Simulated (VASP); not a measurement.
Input of a VASP 6.6.1 run:

File INCAR:

```
ALGO     = Normal         # electronic algorithm
EDIFF    = 1E-6           # SCF threshold, eV
EDIFFG   = -0.01          # ionic threshold
ENCUT    = 600            # plane-wave cutoff, eV
GGA      = PS             # functional
IBRION   = 2              # ionic algorithm
ISIF     = 3              # what is computed and relaxed
ISMEAR   = 0              # smearing method
LASPH    = True           # aspherical terms in the spheres
LCHARG   = False          # write CHGCAR
LREAL    = False          # projectors in reciprocal space
LWAVE    = False          # write WAVECAR
NELM     = 80             # most SCF steps
NSW      = 80             # ionic steps
PREC     = Accurate       # precision mode
SIGMA    = 0.1            # smearing width, eV
```

The input KPOINTS:

```
k-points
0
Gamma
  6 6 6
```

Contents of POSCAR:

```
InSb3
1.0
    4.2747090415      2.4680044158      3.5324849225
   -4.2747090415      2.4680044158      3.5324849225
    0.0000000000     -4.9360088317      3.5324849225
In Sb
2 6
Direct
    0.2512451441      0.2512451441      0.2512451441
    0.7487548559      0.7487548559      0.7487548559
    0.7502477246      0.2506833760      0.7502477246
    0.7502477246      0.7502477246      0.2506833760
    0.2506833760      0.7502477246      0.7502477246
    0.2497522754      0.7493166240      0.2497522754
    0.7493166240      0.2497522754      0.2497522754
    0.2497522754      0.2497522754      0.7493166240
```

Potentials or basis: VASP PAW PBE potentials, release 64 (In_d, Sb).

Run with:

```sh
$ cat potpaw_PBE.64/In_d/POTCAR potpaw_PBE.64/Sb/POTCAR > POTCAR
$ mpirun -np 1 vasp_std > vasp.out
```

(1) What does it give for the relaxed volume?

(2) Estimate the band gap on the k mesh.

## Answers

(1) 28.64 Å³/atom.

(2) zero (bands 28 and 29 overlap by 1.07 eV).

Caveat: the PAW data sets were made with another functional, which shifts forces and pressure a little; spin-orbit coupling is left out, which moves the levels of the heavy elements.
